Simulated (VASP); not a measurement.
# Sr: single point with r2SCAN

The system is Sr.

```xyz
1
Lattice="-2.4775 2.4775 2.4775 2.4775 -2.4775 2.4775 2.4775 2.4775 -2.4775" Properties=species:S:1:pos:R:3 pbc="T T T"
Sr    0.0000    0.0000    0.0000
```

This isn't the form of Sr at room conditions, which is fcc.

| Quantity | Value |
| --- | --- |
| Program | VASP 6.6.1 |
| Task | single point |
| Functional | r2SCAN |
| Potentials or basis | VASP PAW PBE potentials, release 64 (Sr_sv) |
| Cutoff | 520 eV |
| k mesh | 10 × 10 × 10 |
| Occupations | fermi-dirac, width 0.1 eV |
| Spin | no spin polarisation |

```json
{
 "Pressure": "-0.8 GPa",
 "Band gap on the k mesh": "zero (bands 5 and 6 overlap by 0.24 eV)"
}
```

Levels at points of the mesh, in eV from the Fermi level:
| k point | band 1 | band 2 | band 3 | band 4 | band 5 | band 6 | band 7 | band 8 | band 9 | band 10 |
| --- | --- | --- | --- | --- | --- | --- | --- | --- | --- | --- |
| (0.00, 0.00, 0.00) | -38.23 | -19.50 | -19.50 | -19.50 | -3.67 | 2.62 | 2.62 | 2.62 | 3.87 | 3.87 |
| (0.50, 0.00, 0.00) | -38.22 | -19.64 | -19.55 | -19.50 | -0.88 | 0.02 | 1.46 | 3.69 | 4.34 | 5.44 |
| (0.50, 0.50, 0.50) | -38.21 | -19.60 | -19.60 | -19.60 | 0.05 | 0.05 | 3.48 | 3.48 | 3.48 | 5.08 |

Wall time 98 s on 1 thread of Intel Xeon 8259CL (shared host), peak memory 0.2 GiB.

Caveat: the PAW data sets were made with another functional, which shifts forces and pressure a little.
